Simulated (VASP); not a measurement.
Pd: single point with PBEsol

Pd:

```
CELL_PARAMETERS angstrom
0.00000 1.83600 1.83600
1.83600 0.00000 1.83600
1.83600 1.83600 0.00000
ATOMIC_POSITIONS crystal
Pd 0.00000 0.00000 0.00000
```

This cell differs from its parent crystal: volume scaled by 0.85.

```
Program             : VASP 6.6.1
Task                : single point
Functional          : PBEsol
Potentials or basis : VASP PAW PBE potentials, release 64 (Pd)
Cutoff              : 520 eV
k mesh              : 19 × 19 × 19
Occupations         : fermi-dirac, width 0.05 eV
Spin                : no spin polarisation
```

The pressure is 50.7 GPa. The band gap on the k mesh is zero (band 5 reaches 13.32 eV, above the bottom of band 6 at 11.20 eV).

Levels at points of the mesh, in eV from the Fermi level:
| k point | band 1 | band 2 | band 3 | band 4 | band 5 | band 6 | band 7 | band 8 | band 9 | band 10 |
| --- | --- | --- | --- | --- | --- | --- | --- | --- | --- | --- |
| (0.00, 0.00, 0.00) | -8.74 | -3.81 | -3.81 | -3.81 | -1.64 | -1.64 | 16.99 | 22.80 | 22.80 | 22.80 |

It took 17 s on 1 thread of Intel(R) Xeon(R) Platinum 8488C (Sapphire Rapids), on a shared host, peak memory 0.14 GiB.

Caveat: the PAW data sets were made with another functional, which shifts forces and pressure a little.
